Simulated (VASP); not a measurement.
# Rb8CCl8O2 in VASP: single point with PBEsol

Aim: the single point of Rb8CCl8O2 with PBEsol.

Program: VASP 6.6.1. These are calculated values, not measurements. Logs are shortened: lines on timing, memory, paths and dates and some standing lists are left out, and cuts for length are marked.

**1. The cell of the first run**

The cell holds a slab with vacuum, 19 atoms: a = 7.872 Å, b = 7.872 Å, c = 18.904 Å, α = 90.00°, β = 90.00°, γ = 90.00°.

**2. Single point, PBEsol**

INCAR reads:

```
PREC = Accurate
ENCUT = 520
EDIFF = 1E-6
ISMEAR = 0
SIGMA = 0.05
LREAL = Auto
LASPH = T
NELM = 60
ALGO = Normal
ISIF = 2
LWAVE = F
LCHARG = F
GGA = PS
NBANDS = 87
```

KPOINTS reads:

```
regular mesh
0
Gamma
  2 2 1
```

POSCAR reads:

```
Rb8CCl8O2
1.0
    7.8719410000      0.0000000000      0.0000000000
    0.0000000000      7.8719410000      0.0000000000
    0.0000000000      0.0000000000     18.9039560000
Rb Cl C O
8 8 1 2
Direct
    0.0000000000      0.0000000000      0.0528989805
   -0.2578498746      0.1920042338      0.2823092690
    0.0000000000      0.4999999365      0.0528989805
   -0.2579346060      0.6831466344      0.3947311875
    0.4999999365      0.0000000000      0.0528989805
    0.2418178693      0.2882657530      0.3894000811
    0.4999999365      0.4999999365      0.0528989805
    0.2423791032      0.7895949677      0.2831046052
    0.2498620099      0.2485238393      0.1012336254
   -0.0079324782      0.4912112527      0.2968106252
    0.2498477821      0.7519633341      0.1060884293
   -0.0100987800      0.9889264922      0.3837689847
    0.7500834927      0.2478810499      0.1054325878
    0.4921725150      0.4909294925      0.2970399952
    0.7500975935      0.7517505530      0.1019297760
    0.4944389192      0.9892889187      0.3840955301
   -0.2558835235      1.0900509798      0.5031685960
   -0.2557915513      1.2340736548      0.4879466499
   -0.2564671153      0.9516307350      0.5257914269
```

Potentials or basis: VASP PAW PBE potentials, release 64 (Rb_sv, Cl, C, O).

Command:

```bash
$ cat potpaw_PBE.64/Rb_sv/POTCAR potpaw_PBE.64/Cl/POTCAR potpaw_PBE.64/C/POTCAR potpaw_PBE.64/O/POTCAR > POTCAR
$ mpirun -np 1 vasp_std > vasp.out
```

OUTCAR:

```text
PREC = Accurate
   ENCUT = 520
   EDIFF = 1E-6
   ISMEAR = 0
   LREAL = Auto
   LASPH = T
   NELM = 60
   ISIF = 2
   GGA = PS

 ion  position               nearest neighbor table
   1  0.000  0.000  0.053-   9 2.92  15 2.92  13 2.94  11 2.95   3 3.94   5 3.94   3 3.94   5 3.94
                             2 5.02   8 5.03   7 5.57   7 5.57   7 5.57   7 5.57
   2  0.742  0.192  0.282-  14 3.08  10 3.08  12 3.17  16 3.17  13 3.37   4 4.41   6 4.49   6 4.49
                             4 4.53   5 4.97   1 5.02   8 5.05   8 5.05   7 5.32   3 5.37
   3  0.000  0.500  0.053-   9 2.94  15 2.94  13 2.97  11 2.97   1 3.94   7 3.94   1 3.94   7 3.94
                             8 5.27   2 5.37   5 5.57   5 5.57   5 5.57   5 5.57
   4  0.742  0.683  0.395-  14 3.09  10 3.10  12 3.11  16 3.11  19 3.26  17 3.80   2 4.41   2 4.53
                             8 4.54   8 4.55   6 5.01   6 5.02
   5  0.500  0.000  0.053-   9 2.92  15 2.92  13 2.94  11 2.95   1 3.94   7 3.94   1 3.94   7 3.94
                             2 4.97   8 5.08   3 5.57   3 5.57   3 5.57   3 5.57
   6  0.242  0.288  0.389-  14 3.08  10 3.08  12 3.08  16 3.08   8 4.41   8 4.43   2 4.49   2 4.49
                             4 5.01   4 5.02
   7  0.500  0.500  0.053-   9 2.94  15 2.94  13 2.97  11 2.97   3 3.94   5 3.94   3 3.94   5 3.94
                             8 5.31   2 5.32   1 5.57   1 5.57   1 5.57   1 5.57
   8  0.242  0.790  0.283-  14 3.08  10 3.08  12 3.17  16 3.17  11 3.36   6 4.41   6 4.43   4 4.54
                             4 4.55   1 5.03   2 5.05   2 5.05   5 5.08   3 5.27   7 5.31
   9  0.250  0.249  0.101-   1 2.92   5 2.92   3 2.94   7 2.94
  10  0.992  0.491  0.297-   8 3.08   6 3.08   2 3.08   4 3.10
  11  0.250  0.752  0.106-   1 2.95   5 2.95   3 2.97   7 2.97   8 3.36
  12  0.990  0.989  0.384-   6 3.08   4 3.11   8 3.17   2 3.17
  13  0.750  0.248  0.105-   1 2.94   5 2.94   3 2.97   7 2.97   2 3.37
  14  0.492  0.491  0.297-   8 3.08   6 3.08   2 3.08   4 3.09
  15  0.750  0.752  0.102-   1 2.92   5 2.92   3 2.94   7 2.94
  16  0.494  0.989  0.384-   6 3.08   4 3.11   2 3.17   8 3.17
  17  0.744  0.090  0.503-  18 1.17  19 1.17   4 3.80
  18  0.744  0.234  0.488-  17 1.17
  19  0.744  0.952  0.526-  17 1.17   4 3.26

  LATTYP: Found a simple tetragonal cell.
 ALAT       =     7.8719410000
 C/A-ratio  =     2.4014351734

  Lattice vectors:

 A1 = (   7.8719410000,   0.0000000000,   0.0000000000)
 A2 = (   0.0000000000,   7.8719410000,   0.0000000000)
 A3 = (   0.0000000000,   0.0000000000,  18.9039560000)

Analysis of symmetry for initial positions (statically):
=====================================================================
 Subroutine PRICEL returns:
 Original cell was already a primitive cell.

 Routine SETGRP: Setting up the symmetry group for a
 simple tetragonal supercell.

 Subroutine GETGRP returns: Found  1 space group operations
 (whereof  1 operations were pure point group operations)
[... 142 lines left out ...]
   EMIN   =  10.00;   EMAX   =-10.00  energy-range for DOS
   EFERMI =   0.00;   METHOD = LEGACY
   ISMEAR =     0;   SIGMA  =   0.05  broadening in eV -4-tet -1-fermi 0-gaus
   EFERMI_NEDOS =   21; number of points for ismear=-14 and -15
   IALGO  =     38    algorithm
   IMIX   =      4    mixing-type and parameters
     AMIX     =   0.40;   BMIX     =  1.00
     AMIX_MAG =   1.60;   BMIX_MAG =  1.00
  volume/ion in A,a.u.               =      61.65       416.06
  Fermi-wavevector in a.u.,A,eV,Ry     =   0.813998  1.538234  9.015130  0.662593
  Thomas-Fermi vector in A             =   1.923825
   LORBIT       =      0    0 simple, 1 ext, 2 COOP (PROOUT), +10 PAW based schemes
   GGA     = PS    functional components
   LHFCALC =     F    Hartree Fock is set to
   AEXX    =    0.0000 exact exchange contribution
   IVDW    =     0    specifies the selected vdW correction
   LEPSILON=     F    determine dielectric tensor
   LRPA    =     F    only Hartree local field effects (RPA)
 non-spin polarized calculation
 Gauss-broadening in eV      SIGMA  =   0.05
  energy-cutoff  :      520.00
  volume of cell :     1171.43
 maximum number of plane-waves:     31583
 NGX is ok and might be reduce to    60
   NGX = 29   NGY = 29   NGZ = 71

 number of electron     143.9999998 magnetization

 Free energy of the ion-electron system (eV)
  ---------------------------------------------------
  ext. energy  EPLUGINS =         0.00000000
  ---------------------------------------------------
  free energy    TOTEN  =       -74.46617413 eV

  energy without entropy =      -74.46617413  energy(sigma->0) =      -74.46617413

 E-fermi :  -1.8001     XC(G=0):  -4.2933

 val. band max:       -2.0365011063   @ k =   0.0000   0.0000   0.0000
 cond. band min:      -0.2166335528   @ k =   0.0000   0.0000   0.0000
 fundamental gap:      1.8198675535
 Fermi energy:        -1.8001459258

 k-point     1 :       0.0000    0.0000    0.0000
  band No.  band energies     occupation
      1     -28.3296      2.00000
      2     -28.2839      2.00000
      3     -28.2822      2.00000
      4     -28.2444      2.00000
      5     -26.6623      2.00000
      6     -26.6019      2.00000
[... 337 lines left out ...]
     83       3.1987      0.00000
     84       3.2073      0.00000
 [bands above 84 left out]

------------------------ aborting loop because EDIFF is reached ----------------------------------------

  FORCE on cell =-STRESS in cart. coord.  units (eV):
  Direction    XX          YY          ZZ          XY          YZ          ZX
  --------------------------------------------------------------------------------------
  -------------------------------------------------------------------------------------
  Total       15.1190573     14.4827887     -0.3778699      0.0021727     -0.4356940      0.0271293
  in kB       20.6784955     19.8082641     -0.5168167      0.0029717     -0.5959033      0.0371050
  external PRESSURE =      13.3233143 kB  Pullay stress =       0.0000000 kB

 VOLUME and BASIS-vectors are now :
 -----------------------------------------------------------------------------
  energy-cutoff  :      520.00
  volume of cell :     1171.43
      direct lattice vectors                 reciprocal lattice vectors
     7.871941000  0.000000000  0.000000000     0.127033472  0.000000000  0.000000000
     0.000000000  7.871941000  0.000000000     0.000000000  0.127033472  0.000000000
     0.000000000  0.000000000 18.903956000     0.000000000  0.000000000  0.052898981

 POSITION                                       TOTAL-FORCE (eV/Angst)
 -----------------------------------------------------------------------------------
      0.00000      0.00000      1.00000         0.002304     -0.011084     -0.157080
      5.84216      1.51145      5.33676         0.000527     -0.006325     -0.008017
      0.00000      3.93597      1.00000        -0.008605      0.009949      0.122189
      5.84149      5.37769      7.46198         0.001604     -0.005707      0.011536
      3.93597      0.00000      1.00000        -0.005208     -0.014200     -0.152479
      1.90358      2.26921      7.36120         0.001876      0.005828      0.009679
[... 11 lines left out ...]
      5.85836      1.84261      9.22412         0.011210      0.648482     -0.173263
      5.85305      7.49118      9.93954         0.007457     -0.628690      0.232505
 -----------------------------------------------------------------------------------
    total drift:                               -0.003878      0.004264      0.000041

  FREE ENERGIE OF THE ION-ELECTRON SYSTEM (eV)
  ---------------------------------------------------
  free  energy   TOTEN  =       -74.4661741319 eV

  energy  without entropy=      -74.4661741319  energy(sigma->0) =      -74.46617413
```

OSZICAR:

```text
N       E                     dE             d eps       ncg     rms          rms(c)
DAV:   1     0.132189155410E+04    0.13219E+04   -0.55822E+04   712   0.130E+03
DAV:   2     0.133552926311E+03   -0.11883E+04   -0.11512E+04   955   0.288E+02
DAV:   3    -0.750835969006E+02   -0.20864E+03   -0.20806E+03   904   0.117E+02
[... 16 lines left out ...]
DAV:  20    -0.744661424166E+02   -0.31954E-04   -0.22978E-06   632   0.394E-03    0.143E-03
DAV:  21    -0.744661701451E+02   -0.27729E-04   -0.37336E-06   571   0.408E-03    0.108E-03
DAV:  22    -0.744661718809E+02   -0.17357E-05   -0.17758E-07   504   0.122E-03    0.779E-04
DAV:  23    -0.744661733984E+02   -0.15175E-05   -0.21163E-07   473   0.110E-03    0.419E-04
DAV:  24    -0.744661741319E+02   -0.73352E-06   -0.88209E-08   473   0.770E-04
   1 F= -.74466174E+02 E0= -.74466174E+02  d E =-.149805E-11
```

It took 8.9 min on 1 thread of Intel Xeon Platinum 8488C (Sapphire Rapids), shared host; peak memory 1.1 GiB.

What came out:

- Free energy: -74.4662 eV
- Largest force: 0.671 eV/Å
- Band gap on the k mesh: 1.82 eV

Forces in eV/Å, atoms in the order of the input:
```
Rb   0.002 -0.011 -0.157
Rb   0.001 -0.006 -0.008
Rb  -0.009  0.010  0.122
Rb   0.002 -0.006  0.012
Rb  -0.005 -0.014 -0.152
Rb   0.002  0.006  0.010
Rb   0.005  0.013  0.127
Rb   0.002  0.005 -0.007
Cl   0.008 -0.001  0.016
Cl   0.001  0.001 -0.007
Cl   0.004 -0.003  0.011
Cl  -0.001  0.001  0.010
Cl  -0.006  0.005  0.016
Cl   0.002  0.002 -0.009
Cl  -0.004 -0.005  0.016
Cl   0.002  0.001  0.008
C   -0.025 -0.016 -0.065
O    0.011  0.648 -0.173
O    0.007 -0.629  0.233
```

Levels at points of the mesh, in eV from the valence-band top:
```
           k point  band 69  band 70  band 71  band 72  band 73  band 74  band 75  band 76
(0.00, 0.00, 0.00)    -0.41    -0.35    -0.24     0.00     1.82     3.66     3.67     3.75
(0.50, 0.00, 0.00)    -0.44    -0.44    -0.31    -0.31     2.42     2.42     4.16     4.22
(0.00, 0.50, 0.00)    -0.48    -0.42    -0.15    -0.01     2.42     2.43     4.15     4.22
(0.50, 0.50, 0.00)    -0.46    -0.45    -0.38    -0.37     2.87     2.88     2.91     2.92
```

Caveat: there is no dipole correction, which matters where the two faces differ; the PAW data sets were made with another functional, which shifts forces and pressure a little.
